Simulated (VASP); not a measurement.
Here is a VASP 6.6.1 calculation.

The input INCAR:

```
PREC = Accurate
ENCUT = 820
EDIFF = 1E-6
ISMEAR = -1
SIGMA = 0.05
LREAL = False
LASPH = True
NELM = 120
ALGO = Normal
ISIF = 2
LWAVE = False
LCHARG = False
GGA = B5
ALDAX = 1.0
AGGAX = 1.0
AGGAC = 1.0
ALDAC = 0.0
NBANDS = 33
GGA_COMPAT = False
```

KPOINTS

```
Automatic mesh
0
Gamma
  9 9 5
```

The input POSCAR:

```
CuO
1.0
    2.9942133578     -0.0194320533     -0.0049471752
    0.0211987641      2.9942018817     -0.0049392196
    0.0091826880      0.0090577264      5.1964150043
Cu O
2 2
Direct
    0.0000000000      0.5000000000      0.0000000000
    0.5000000000      0.0000000000      0.5000000000
    0.9999697637      0.0000315968      0.7499998888
    0.0000302363      0.9999684032      0.2500001112
```

Potentials or basis: VASP PAW PBE potentials, release 64 (Cu_sv_GW, O).

Command:

```console
$ cat potpaw_PBE.64/Cu_sv_GW/POTCAR potpaw_PBE.64/O/POTCAR > POTCAR
$ mpirun -np 1 vasp_std > vasp.out
```

What does it give for the band gap on the k mesh?

Zero (bands 25 and 26 overlap by 0.88 eV).

Estimate the pressure.

-0.6 GPa.

Stress tensor (GPa, compression positive):
```
-0.66 -0.01  0.00
-0.01 -0.66  0.00
 0.00  0.00 -0.45
```

Caveat: the PAW data sets were made with another functional, which shifts forces and pressure a little; semilocal functionals often make such compounds metallic where correlation or magnetic order opens a gap, which also shifts bond lengths. With open d or f shells a metallic result of BLYP can be an artefact of self-interaction; +U or a hybrid may open a gap.
